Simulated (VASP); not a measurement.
Runs of VASP 6.6.1 on KI. The structure is that of space group Fm-3m (No. 225), or close to it. The cells are those of the table. 

| level | potentials or basis | cell | k mesh | cutoff (eV) | smearing | grid for exact exchange (PRECFOCK) | gap on the mesh (eV) | pressure (GPa) |
| --- | --- | --- | --- | --- | --- | --- | --- | --- |
| r2SCAN | VASP PAW PBE potentials, release 64 (I, K_sv) | a = 4.929 Å, angles 60.0°, 2 atoms | 7 × 7 × 7 | 520 | fermi-dirac 0.05 eV | - | 4.72 | 0.7 |
| PBE | VASP PAW PBE potentials, release 64 (I, K_sv) | a = 4.963 Å, angles 60.0°, 2 atoms | 7 × 7 × 7 | 520 | fermi-dirac 0.05 eV | - | 4.01 | (b) |
| PBE | VASP PAW PBE potentials, release 64 (I, K_sv) | a = 5.029 Å, angles 60.0°, 2 atoms | 7 × 7 × 7 | 520 | fermi-dirac 0.05 eV | - | (a) | 0.4 |
| PBEsol | VASP PAW PBE potentials, release 64 (I, K_sv) | a = 4.929 Å, angles 60.0°, 2 atoms | 7 × 7 × 7 | 520 | fermi-dirac 0.05 eV | - | 3.90 | 0.2 |
| PBE | VASP PAW PBE potentials, release 64 (I, K_sv) | a = 4.996 Å, angles 60.0°, 2 atoms | 4 × 4 × 4 | 500 | gaussian 0.01 eV | - | 3.96 | 0.6 |
| r2SCAN0 | VASP PAW PBE potentials, release 64 (I, K_sv) | a = 4.996 Å, angles 60.0°, 2 atoms | 4 × 4 × 4 | 520 | fermi-dirac 0.05 eV | Normal | 6.00 | 0.0 |
| PBEsol | VASP PAW PBE potentials, release 64 (I, K_sv) | a = 5.062 Å, angles 60.0°, 2 atoms | 7 × 7 × 7 | 520 | fermi-dirac 0.05 eV | - | 3.73 | -0.7 |
| LDA | VASP PAW LDA potentials, release 64 (I, K_sv) | a = 4.996 Å, angles 60.0°, 2 atoms | 7 × 7 × 7 | 520 | fermi-dirac 0.05 eV | - | 3.62 | -1.3 |
| PBE | VASP PAW PBE potentials, release 64 (I, K_sv) | a = 4.996 Å, angles 60.0°, 2 atoms | 6 × 6 × 6 | 500 | fermi-dirac 0.02 eV | - | 3.96 | 0.6 |
| r2SCAN | VASP PAW PBE potentials, release 64 (I, K_sv) | a = 4.894 Å, angles 60.0°, 2 atoms | 7 × 7 × 7 | 520 | fermi-dirac 0.05 eV | - | 4.78 | 1.1 |
| r2SCAN | VASP PAW PBE potentials, release 64 (I, K_sv) | a = 5.094 Å, angles 60.0°, 2 atoms | 7 × 7 × 7 | 520 | fermi-dirac 0.05 eV | - | 4.46 | -0.5 |

Alike in all rows: task single point; no spin polarisation.

Q: Fill in the values left out.

A: (a) 3.92; (b) 0.9.

Caveats: spin-orbit coupling is left out, which moves the levels of the heavy elements; the PAW data sets were made with another functional, which shifts forces and pressure a little (some runs).

A k mesh can miss the band edges, and the runs leave out spin-orbit coupling on I.
